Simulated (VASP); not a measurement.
# Os (P6_3/mmc) in VASP: further runs

Os is run at these levels: r2SCAN0, HSE06; tasks: single point, relaxation of cell and atoms.

All numbers are computed with VASP 6.6.1; they aren't measurements. Logs are shortened: lines on timing, memory, paths and dates and some standing lists are left out, and cuts for length are marked.

### Step 1. The cell of the first run

Symmetry: P6_3/mmc, No. 194, hexagonal system. The conventional cell has a = 2.788 Å, b = 2.788 Å, c = 4.404 Å, α = 90.00°, β = 90.00°, γ = 120.00°. Os (site symmetry -6m2) has 12 Os at 2.73 to 2.79 Å within 3.6 Å.

### Step 2. Single point, r2SCAN0

The input, POSCAR:

```
Os
1.0
    2.7877234178      0.0000000000      0.0000000000
   -1.3938617089      2.4142392985      0.0000000000
    0.0000000000      0.0000000000      4.4044215090
Os
2
Direct
    0.6666666667      0.3333333333      0.7500000000
    0.3333333333      0.6666666667      0.2500000000
```

The input, INCAR.step1:

```
SYSTEM = Os
PREC = Accurate ; ENCUT = 520
EDIFF = 1E-5 ; ISMEAR = -1
SIGMA = 0.05 ; LREAL = .FALSE.
LASPH = .TRUE. ; NELM = 80
ALGO = Normal ; ISIF = 2
LWAVE = .TRUE. ; NBANDS = 15
GGA = PE
```

The input, INCAR.step2:

```
SYSTEM = Os
PREC = Accurate ; ENCUT = 520
EDIFF = 1E-6 ; ISMEAR = -1
SIGMA = 0.05 ; LREAL = .FALSE.
LASPH = .TRUE. ; NELM = 80
ALGO = Normal ; ISIF = 2
LWAVE = .FALSE. ; LCHARG = .TRUE.
METAGGA = R2SCAN ; LHFCALC = .TRUE.
AEXX = 0.25 ; LMIXTAU = .TRUE.
PRECFOCK = Normal ; LELF = .TRUE.
LVHAR = .TRUE. ; NBANDS = 15
ISTART = 1
```

The input, KPOINTS:

```
regular mesh
0
G
  6 6 3
  0 0 0
```

Potentials or basis: VASP PAW PBE potentials, release 64 (Os).

Launch:

```sh
> cat potpaw_PBE.64/Os/POTCAR > POTCAR
> cp INCAR.step1 INCAR
> mpirun -np 1 vasp_std > vasp.out
> cp INCAR.step2 INCAR
> mpirun -np 1 vasp_std > vasp.out
```

OUTCAR:

```text
SYSTEM = Os
   PREC = Accurate
   ENCUT = 520
   EDIFF = 1E-6
   ISMEAR = -1
   LREAL = .FALSE.
   LASPH = .TRUE.
   NELM = 80
   ISIF = 2
   METAGGA = R2SCAN
   LHFCALC = .TRUE.
   AEXX = 0.25
   PRECFOCK = Normal
   ISTART = 1

 ion  position               nearest neighbor table
   1  0.667  0.333  0.750-   2 2.73   2 2.73   2 2.73   2 2.73   2 2.73   2 2.73
   2  0.333  0.667  0.250-   1 2.73   1 2.73   1 2.73   1 2.73   1 2.73   1 2.73

  LATTYP: Found a hexagonal cell.
 ALAT       =     2.7877234178
 C/A-ratio  =     1.5799348963

  Lattice vectors:

 A1 = (   2.7877234178,   0.0000000000,   0.0000000000)
 A2 = (  -1.3938617089,   2.4142392985,   0.0000000000)
 A3 = (   0.0000000000,   0.0000000000,   4.4044215090)

Analysis of symmetry for initial positions (statically):
=====================================================================
 Subroutine PRICEL returns:
 Original cell was already a primitive cell.

 Routine SETGRP: Setting up the symmetry group for a
 hexagonal supercell.

 Subroutine GETGRP returns: Found 24 space group operations
 (whereof 12 operations were pure point group operations)
 out of a pool of 24 trial point group operations.

The static configuration has the point symmetry D_3d.
 The point group associated with its full space group is D_6h.

Analysis of symmetry for dynamics (positions and initial velocities):
=====================================================================
 Subroutine PRICEL returns:
 Original cell was already a primitive cell.

 Routine SETGRP: Setting up the symmetry group for a
 hexagonal supercell.

 Subroutine GETGRP returns: Found 24 space group operations
 (whereof 12 operations were pure point group operations)
 out of a pool of 24 trial point group operations.

The dynamic configuration has the point symmetry D_3d.
 The point group associated with its full space group is D_6h.

 Subroutine INISYM returns: Found 24 space group operations
 (whereof 12 operations are pure point group operations),
 and found     1 'primitive' translations

----------------------------------------------------------------------------------------

                                     Primitive cell

  volume of cell :      29.6428

  direct lattice vectors                    reciprocal lattice vectors
     2.787723418  0.000000000  0.000000000     0.358715644  0.207104573  0.000000000
    -1.393861709  2.414239299  0.000000000     0.000000000  0.414209147  0.000000000
[... 91 lines left out ...]
   IALGO  =     38    algorithm
   IMIX   =      1    mixing-type and parameters
     AMIX     =   0.40;   BMIX     =  1.00
     AMIX_MAG =   1.60;   BMIX_MAG =  1.00
  volume/ion in A,a.u.               =      14.82       100.02
  Fermi-wavevector in a.u.,A,eV,Ry     =   1.332934  2.518879 24.173636  1.776712
  Thomas-Fermi vector in A             =   2.461831
   LORBIT       =      0    0 simple, 1 ext, 2 COOP (PROOUT), +10 PAW based schemes
   METAGGA = R2SCAN    functional components
   LHFCALC =     T    Hartree Fock is set to
   PRECFOCK=normal    Normal, Fast or Accurate (Low or Medium for compatibility)
   ENCUT4O =  -1.0   cutoff for four orbital integrals eV
   NKREDX  =     1    reduce k-point grid by
   NKREDY  =     1    reduce k-point grid by
   NKREDZ  =     1    reduce k-point grid by
   AEXX    =    0.2500 exact exchange contribution
   HFSCREEN=    0.0000 screening length (either q_TF or 0.3 A-1)
   HFSCREENC=   0.0000 screening length for correlation (either q_TF or 0.3 A-1)
   ENCUTFOCK=  -1.0 apply spherical cutoff to Coloumb kernel
   IVDW    =     0    specifies the selected vdW correction
   LEPSILON=     F    determine dielectric tensor
   LRPA    =     F    only Hartree local field effects (RPA)
 non-spin polarized calculation
  energy-cutoff  :      520.00
  volume of cell :       29.64
 maximum number of plane-waves:       818
 NGX is ok and might be reduce to    24
  NGX = 16; NGY = 16; NGZ = 28

 number of electron      15.9999998 magnetization

 Free energy of the ion-electron system (eV)
  ---------------------------------------------------
  ext. energy  EPLUGINS =         0.00000000
  ---------------------------------------------------
  free energy    TOTEN  =       -91.23917424 eV

  energy without entropy =      -91.23665807  energy(sigma->0) =      -91.23791615

 E-fermi :   8.1145     XC(G=0): -11.6772

 val. band max:        8.0339515443   @ k =   0.1667   0.1667   0.0000
 cond. band min:       8.6310637252   @ k =   0.1667   0.0000   0.3333
 fundamental gap:      0.5971121809
 Fermi energy:         8.1144522287

 k-point     1 :       0.0000    0.0000    0.0000
  band No.  band energies     occupation
      1      -4.2260      2.00000
      2      -0.6533      2.00000
      3       4.4134      2.00000
      4       4.4134      2.00000
      5       4.7997      2.00000
      6       5.2585      2.00000
      7       5.2585      2.00000
      8       5.8927      2.00000
      9       5.8927      2.00000
     10       7.6100      1.99992
     11      10.4121      0.00000
     12      10.4121      0.00000
     13      18.3918      0.00000
     14      24.1648      0.00000
[... 221 lines left out ...]
      2       1.4971      2.00000
      3       1.5969      2.00000
      4       2.7296      2.00000
      5       3.9193      2.00000
      6       3.9193      2.00000
      7       6.0037      2.00000
      8       7.3216      2.00000
      9      10.5014      0.00000
     10      10.5014      0.00000
     11      16.1570      0.00000
     12      16.1570      0.00000
     13      18.9232      0.00000
     14      20.3671      0.00000
     15      20.3671      0.00000

------------------------ aborting loop because EDIFF is reached ----------------------------------------

  FORCE on cell =-STRESS in cart. coord.  units (eV):
  Direction    XX          YY          ZZ          XY          YZ          ZX
  --------------------------------------------------------------------------------------
  -------------------------------------------------------------------------------------
  Total       -5.0856469     -5.0856469     -6.5093213      0.0000000      0.0000000      0.0000000
  in kB     -274.8766888   -274.8766888   -351.8255825      0.0000000      0.0000000      0.0000000
  external PRESSURE =    -300.5263200 kB  Pullay stress =       0.0000000 kB

 VOLUME and BASIS-vectors are now :
 -----------------------------------------------------------------------------
  energy-cutoff  :      520.00
  volume of cell :       29.64
      direct lattice vectors                 reciprocal lattice vectors
     2.787723418  0.000000000  0.000000000     0.358715644  0.207104573  0.000000000
    -1.393861709  2.414239299  0.000000000     0.000000000  0.414209147  0.000000000
     0.000000000  0.000000000  4.404421509     0.000000000  0.000000000  0.227044573

 POSITION                                       TOTAL-FORCE (eV/Angst)
 -----------------------------------------------------------------------------------
      1.39386      0.80475      3.30332        -0.000000     -0.000000      0.000000
     -0.00000      1.60949      1.10111         0.000000      0.000000      0.000000
 -----------------------------------------------------------------------------------
    total drift:                               -0.000000      0.000000     -0.000000

  FREE ENERGIE OF THE ION-ELECTRON SYSTEM (eV)
  ---------------------------------------------------
  free  energy   TOTEN  =       -91.2391742356 eV

  energy  without entropy=      -91.2366580721  energy(sigma->0) =      -91.23791615
```

OUTCAR.step1:

```text
SYSTEM = Os
   PREC = Accurate
   ENCUT = 520
   EDIFF = 1E-5
   ISMEAR = -1
   LREAL = .FALSE.
[... 464 lines left out ...]
      1.39386      0.80475      3.30332         0.000000      0.000000      0.000000
     -0.00000      1.60949      1.10111        -0.000000      0.000000      0.000000
 -----------------------------------------------------------------------------------
    total drift:                               -0.000000      0.000000     -0.000000

  FREE ENERGIE OF THE ION-ELECTRON SYSTEM (eV)
  ---------------------------------------------------
  free  energy   TOTEN  =       -22.3323191261 eV

  energy  without entropy=      -22.3186578253  energy(sigma->0) =      -22.32548848
```

Run time: 16 min. Hardware: 1 thread of Intel Xeon Platinum 8124M at 3.00GHz (Skylake/Cascade Lake), shared host; peak memory 0.17 GiB.

What came out:

| Item | Value |
| --- | --- |
| Free energy | -91.2392 eV |
| Pressure | -30.1 GPa |
| Band gap on the k mesh | zero (bands 8 and 9 overlap by 4.96 eV) |

Stress tensor (GPa, compression positive):
```
-27.49   0.00   0.00
  0.00 -27.49   0.00
  0.00   0.00 -35.18
```

Levels at points of the mesh, in eV from the Fermi level:
| k point | band 4 | band 5 | band 6 | band 7 | band 8 | band 9 | band 10 | band 11 | band 12 | band 13 |
| --- | --- | --- | --- | --- | --- | --- | --- | --- | --- | --- |
| (0.00, 0.00, 0.00) | -3.70 | -3.31 | -2.86 | -2.86 | -2.22 | -2.22 | -0.50 | 2.30 | 2.30 | 10.28 |
| (0.50, 0.00, 0.00) | -4.36 | -3.53 | -3.27 | -2.37 | 2.74 | 3.28 | 3.30 | 5.27 | 6.65 | 10.63 |

Caveat: the k points lie up to 0.48 Å⁻¹ apart, too coarse for converged energies and pressures of a metal; the PAW data sets were made with another functional, which shifts forces and pressure a little; spin-orbit coupling is left out, which moves the levels of the heavy elements.

### Step 3. Relaxation of cell and atoms, HSE06

This run uses another cell than the first one, of 13.98 Å³/atom.

The input, POSCAR:

```
Os
1.0
    2.7341000000      0.0000000000      0.0000000000
   -1.3670500000      2.3678000565      0.0000000000
    0.0000000000      0.0000000000      4.3197000000
Os
2
Direct
    0.6666666667      0.3333333333      0.7500000000
    0.3333333333      0.6666666667      0.2500000000
```

The input, INCAR.step1:

```
SYSTEM = Os
ALGO = Normal ; EDIFF = 1E-5
ENCUT = 600 ; GGA = PE
ISMEAR = -1 ; LASPH = .True.
LCHARG = .False. ; LREAL = .False.
LWAVE = .True. ; NBANDS = 15
NELM = 80 ; PREC = Accurate
SIGMA = 0.05
```

The input, INCAR.step2:

```
SYSTEM = Os
ALGO = Normal ; EDIFF = 1E-7
EDIFFG = -0.01 ; ENCUT = 600
GGA = PE ; HFSCREEN = 0.2079
IBRION = 2 ; ISIF = 3
ISMEAR = -1 ; ISTART = 1
LASPH = .True. ; LCHARG = .False.
LHFCALC = .True. ; LREAL = .False.
LWAVE = .False. ; NELM = 80
NSW = 60 ; PREC = Accurate
PRECFOCK = Normal ; SIGMA = 0.05
```

The input, KPOINTS:

```
k-points
0
Gamma
  6 6 3
  0 0 0
```

Potentials or basis: VASP PAW PBE potentials, release 64 (Os).

Launch:

```sh
> cat potpaw_PBE.64/Os/POTCAR > POTCAR
> cp INCAR.step1 INCAR
> mpirun -np 1 vasp_std > vasp.out
> cp INCAR.step2 INCAR
> mpirun -np 1 vasp_std > vasp.out
```

Run time: 55 min. Hardware: 1 thread of Intel Xeon 6975P-C (Granite Rapids), shared host; peak memory 0.27 GiB.

Results (log left out):

| Property | Result |
| --- | --- |
| Free energy | -25.8439 eV |
| Relaxed volume | 13.88 Å³/atom |
| Relaxed cell | a = 2.734 Å, b = 2.734 Å, c = 4.287 Å, α = 90.00°, β = 90.00°, γ = 120.00° |
| Space group after relaxing (to 0.1 Å) | P6_3/mmc (No. 194) |
| Energy gained by relaxing | 2.2 meV/atom |
| Ionic steps | 6 |
| Pressure after relaxing | 0.0 GPa |
| Band gap on the k mesh | zero (bands 8 and 9 overlap by 4.48 eV) |

The path:
```tsv
step	energy change (eV)	largest force (eV/Å)	pressure (GPa)	volume (Å³)
1	0.0000	0.0000	-3.41	27.96
2	0.0557	0.0000	18.25	26.78
3	-0.0038	0.0000	0.55	27.72
4	-0.0038	0.0000	0.63	27.72
5	-0.0033	0.0000	-0.89	27.82
6	-0.0043	0.0000	0.03	27.76
```

Final structure:
```cif
data_structure
_symmetry_space_group_name_H-M 'P 1'
_symmetry_Int_Tables_number 1
_cell_length_a 2.7342
_cell_length_b 2.7342
_cell_length_c 4.2874
_cell_angle_alpha 90.000
_cell_angle_beta 90.000
_cell_angle_gamma 120.000
_cell_volume 27.76
loop_
_atom_site_label
_atom_site_type_symbol
_atom_site_fract_x
_atom_site_fract_y
_atom_site_fract_z
_atom_site_occupancy
Os1 Os 0.66667 0.33333 0.75000 1
Os2 Os 0.33333 0.66667 0.25000 1
```

Levels at points of the mesh, in eV from the Fermi level:
```csv
k point,band 5,band 6,band 7,band 8,band 9,band 10,band 11,band 12
"(0.00, 0.00, 0.00)",-3.16,-2.72,-2.72,-2.10,-2.10,-0.13,1.98,1.98
"(0.50, 0.00, 0.00)",-3.40,-3.05,-2.17,2.38,3.02,3.13,5.07,6.46
```

Caveat: the k points lie up to 0.49 Å⁻¹ apart in the final cell, too coarse for converged energies and pressures of a metal; the PAW data sets were made with another functional, which shifts forces and pressure a little; spin-orbit coupling is left out, which moves the levels of the heavy elements.

The gap in the log of VASP goes by the Fermi energy; the results here count the filled bands.